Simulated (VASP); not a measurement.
# Al7Si (Fm-3m) in VASP: vibrations by perturbation theory with PBE

Aim: the vibrations by perturbation theory of Al7Si with PBE.

Everything below comes from runs of VASP 6.6.1. Logs are shortened: lines on timing, memory, paths and dates and some standing lists are left out, and cuts for length are marked.

## (1) The cell of the first run

The structure is cubic, space group Fm-3m (No. 225). Conventional cell: a = 8.037 Å, b = 8.037 Å, c = 8.037 Å, α = 90.00°, β = 90.00°, γ = 90.00°. Within 3.7 Å of Al (site symmetry mmm) lie 10 Al at 2.84 Å and 2 Si at 2.84 Å. Within 3.7 Å of Al (site symmetry m-3m) lie 12 Al at 2.84 Å. Si (site symmetry m-3m) has 12 Al at 2.84 Å within 3.7 Å.

## (2) Vibrations by perturbation theory, PBE

File INCAR:

```
SYSTEM = Al7Si
PREC = Accurate
ENCUT = 520
EDIFF = 1E-8
ISMEAR = -1
SIGMA = 0.15
LREAL = .False.
LASPH = .True.
NELM = 80
ALGO = Fast
ISIF = 2
LWAVE = .False.
LCHARG = .False.
GGA = PE
IBRION = 8
NSW = 1
```

File KPOINTS:

```
Automatic mesh
0
Gamma
  8 8 8
  0 0 0
```

File POSCAR:

```
Al7Si
1.0
    0.0000000000      4.0186148666      4.0186148666
    4.0186148666      0.0000000000      4.0186148666
    4.0186148666      4.0186148666      0.0000000000
Al Si
7 1
Direct
    0.0000000000      0.0000000000      0.5000000000
    0.0000000000      0.5000000000      0.0000000000
    0.0000000000      0.5000000000      0.5000000000
    0.5000000000      0.0000000000      0.0000000000
    0.5000000000      0.0000000000      0.5000000000
    0.5000000000      0.5000000000      0.0000000000
    0.5000000000      0.5000000000      0.5000000000
    0.0000000000      0.0000000000      0.0000000000
```

Potentials or basis: VASP PAW PBE potentials, release 64 (Al, Si).

Started as:

```bash
$ cat potpaw_PBE.64/Al/POTCAR potpaw_PBE.64/Si/POTCAR > POTCAR
$ mpirun -np 1 vasp_std > vasp.out
```

OUTCAR:

```text
SYSTEM = Al7Si
   PREC = Accurate
   ENCUT = 520
   EDIFF = 1E-8
   ISMEAR = -1
   LREAL = .False.
   LASPH = .True.
   NELM = 80
   ISIF = 2
   GGA = PE
   IBRION = 8
   NSW = 1

 ion  position               nearest neighbor table
   1  0.000  0.000  0.500-   3 2.84   5 2.84   8 2.84   2 2.84   4 2.84   8 2.84   2 2.84   3 2.84
                             7 2.84   4 2.84   5 2.84   7 2.84
   2  0.000  0.500  0.000-   3 2.84   6 2.84   8 2.84   1 2.84   3 2.84   7 2.84   1 2.84   4 2.84
                             8 2.84   4 2.84   6 2.84   7 2.84
   3  0.000  0.500  0.500-   1 2.84   2 2.84   7 2.84   2 2.84   6 2.84   8 2.84   1 2.84   5 2.84
                             8 2.84   5 2.84   6 2.84   7 2.84
   4  0.500  0.000  0.000-   5 2.84   6 2.84   8 2.84   1 2.84   5 2.84   7 2.84   2 2.84   6 2.84
                             7 2.84   1 2.84   2 2.84   8 2.84
   5  0.500  0.000  0.500-   1 2.84   4 2.84   7 2.84   4 2.84   6 2.84   8 2.84   3 2.84   6 2.84
                             7 2.84   1 2.84   3 2.84   8 2.84
   6  0.500  0.500  0.000-   2 2.84   4 2.84   7 2.84   3 2.84   5 2.84   7 2.84   4 2.84   5 2.84
                             8 2.84   2 2.84   3 2.84   8 2.84
   7  0.500  0.500  0.500-   3 2.84   5 2.84   6 2.84   2 2.84   4 2.84   6 2.84   1 2.84   4 2.84
                             5 2.84   1 2.84   2 2.84   3 2.84
   8  0.000  0.000  0.000-   1 2.84   2 2.84   4 2.84   1 2.84   3 2.84   5 2.84   2 2.84   3 2.84
                             6 2.84   4 2.84   5 2.84   6 2.84

  LATTYP: Found a face centered cubic cell.
 ALAT       =     8.0372297332

[... 761 lines left out ...]
  4Z    -1.564513   -0.054583    1.416669   -0.054682   -0.061865   -0.423708    0.000000    0.000006    0.077072    0.000000    0.746750   -4.237795    0.054682   -0.061865   -0.423708    1.564513   -0.054583    1.416669    0.000000   -1.466606    1.341366    0.000000    0.952747    0.833435
  5X    -0.423708   -0.054682    0.061865    0.077072    0.000000   -0.000006    1.416669   -1.564513    0.054583    1.416669    1.564513    0.054583   -4.237795    0.000000   -0.746750   -0.423708    0.054682    0.061865    1.341366    0.000000    1.466606    0.833435    0.000000   -0.952747
  5Y    -0.061972    1.416660    1.535728   -0.000000    0.235039    0.000000   -1.535728    1.416660    0.061972    1.535728    1.416660   -0.061972    0.000000   -4.815319    0.000000    0.061972    1.416660   -1.535728   -0.000000   -0.438260    0.000000    0.000000   -0.648101    0.000000
  5Z     0.054583    1.564513    1.416669   -0.000006    0.000000    0.077072    0.061865    0.054682   -0.423708    0.061865   -0.054682   -0.423708   -0.746750    0.000000   -4.237795    0.054583   -1.564513    1.416669    1.466606    0.000000    1.341366   -0.952747    0.000000    0.833435
  6X     0.077072   -0.000006   -0.000000   -0.423708    0.061865   -0.054682    1.416669    0.054583   -1.564513    1.416669    0.054583    1.564513   -0.423708    0.061865    0.054682   -4.237795   -0.746750    0.000000    1.341366    1.466606    0.000000    0.833435   -0.952747    0.000000
  6Y    -0.000006    0.077072   -0.000000    0.054583    1.416669    1.564513    0.061865   -0.423708    0.054682    0.061865   -0.423708   -0.054682    0.054583    1.416669   -1.564513   -0.746750   -4.237795    0.000000    1.466606    1.341366    0.000000   -0.952747    0.833435    0.000000
  6Z    -0.000000    0.000000    0.235039   -0.061972    1.535728    1.416660   -1.535728    0.061972    1.416660    1.535728   -0.061972    1.416660    0.061972   -1.535728    1.416660    0.000000    0.000000   -4.815319   -0.000000    0.000000   -0.438260    0.000000    0.000000   -0.648101
  7X     1.341318   -1.466539    0.000000    1.341318    0.000000   -1.466539   -0.438180   -0.000000   -0.000000   -0.438180   -0.000000    0.000000    1.341318    0.000000    1.466539    1.341318    1.466539    0.000000   -4.794241    0.000000    0.000000    0.305327   -0.000000   -0.000000
  7Y    -1.466539    1.341318    0.000000    0.000000   -0.438180   -0.000000    0.000000    1.341318    1.466539    0.000000    1.341318   -1.466539   -0.000000   -0.438180   -0.000000    1.466539    1.341318    0.000000    0.000000   -4.794241    0.000000   -0.000000    0.305327    0.000000
  7Z    -0.000000   -0.000000   -0.438180   -1.466539    0.000000    1.341318    0.000000    1.466539    1.341318    0.000000   -1.466539    1.341318    1.466539    0.000000    1.341318    0.000000    0.000000   -0.438180    0.000000    0.000000   -4.794241   -0.000000    0.000000    0.305327
  8X     0.833536    0.953013    0.000000    0.833536    0.000000    0.953013   -0.648172    0.000000    0.000000   -0.648172    0.000000    0.000000    0.833536    0.000000   -0.953013    0.833536   -0.953013    0.000000    0.305357    0.000000    0.000000   -2.343159    0.000000    0.000000
  8Y     0.953013    0.833536    0.000000    0.000000   -0.648172    0.000000    0.000000    0.833536   -0.953013    0.000000    0.833536    0.953013    0.000000   -0.648172    0.000000   -0.953013    0.833536    0.000000    0.000000    0.305357    0.000000    0.000000   -2.343159    0.000000
  8Z     0.000000    0.000000   -0.648172    0.953013    0.000000    0.833536    0.000000   -0.953013    0.833536    0.000000    0.953013    0.833536   -0.953013    0.000000    0.833536    0.000000    0.000000   -0.648172    0.000000    0.000000    0.305357    0.000000    0.000000   -2.343159

 Eigenvectors and eigenvalues of the dynamical matrix
 ----------------------------------------------------

   1 f  =   10.069322 THz    63.267414 2PiTHz  335.876416 cm-1    41.643349 meV
             X         Y         Z           dx          dy          dz
      2.009307  2.009307  0.000000     0.000000   -0.000000    0.408248
      2.009307  0.000000  2.009307     0.000000    0.408248   -0.000000
      4.018615  2.009307  2.009307    -0.408248    0.000000    0.000000
      0.000000  2.009307  2.009307     0.408248    0.000000   -0.000000
      2.009307  4.018615  2.009307     0.000000   -0.408248    0.000000
      2.009307  2.009307  4.018615     0.000000    0.000000   -0.408248
      4.018615  4.018615  4.018615    -0.000000   -0.000000   -0.000000
      0.000000  0.000000  0.000000    -0.000000   -0.000000    0.000000
[... 243 lines left out ...]
  24 f/i=    0.000161 THz     0.001014 2PiTHz    0.005384 cm-1     0.000668 meV
             X         Y         Z           dx          dy          dz
      2.009307  2.009307  0.000000    -0.277969    0.217029   -0.001931
      2.009307  0.000000  2.009307    -0.277963    0.217026   -0.001923
      4.018615  2.009307  2.009307    -0.277968    0.217022   -0.001925
      0.000000  2.009307  2.009307    -0.277968    0.217022   -0.001936
      2.009307  4.018615  2.009307    -0.277963    0.217026   -0.001938
      2.009307  2.009307  4.018615    -0.277957    0.217014   -0.001931
      4.018615  4.018615  4.018615    -0.277970    0.217028   -0.001931
      0.000000  0.000000  0.000000    -0.283561    0.221392   -0.001970

--------------------------------------------------------------------------------------------------------

 ELASTIC MODULI CONTR FROM IONIC RELAXATION (kBar)
 Direction    XX          YY          ZZ          XY          YZ          ZX
 --------------------------------------------------------------------------------
 XX           0.0000      0.0000      0.0000      0.0000      0.0000      0.0000
 YY           0.0000      0.0000      0.0000      0.0000      0.0000      0.0000
 ZZ           0.0000      0.0000      0.0000      0.0000      0.0000      0.0000
 XY           0.0000      0.0000      0.0000      0.0000      0.0000      0.0000
 YZ           0.0000      0.0000      0.0000      0.0000      0.0000      0.0000
 ZX           0.0000      0.0000      0.0000      0.0000      0.0000      0.0000
 --------------------------------------------------------------------------------
```

Wall time 25 min (1 thread of Oxide Virtual Turin-like, shared host); peak memory 0.76 GiB.

What came out:

- Highest phonon frequency at Γ: 336 cm⁻¹

Phonon frequencies in cm⁻¹ (negative: imaginary):
```csv
q point,frequencies
"(0.000, 0.000, 0.000)",0 0 0 94 94 94 116 116 116 141 141 173 173 173 191 191 191 296 296 296 334 334 334 336
```
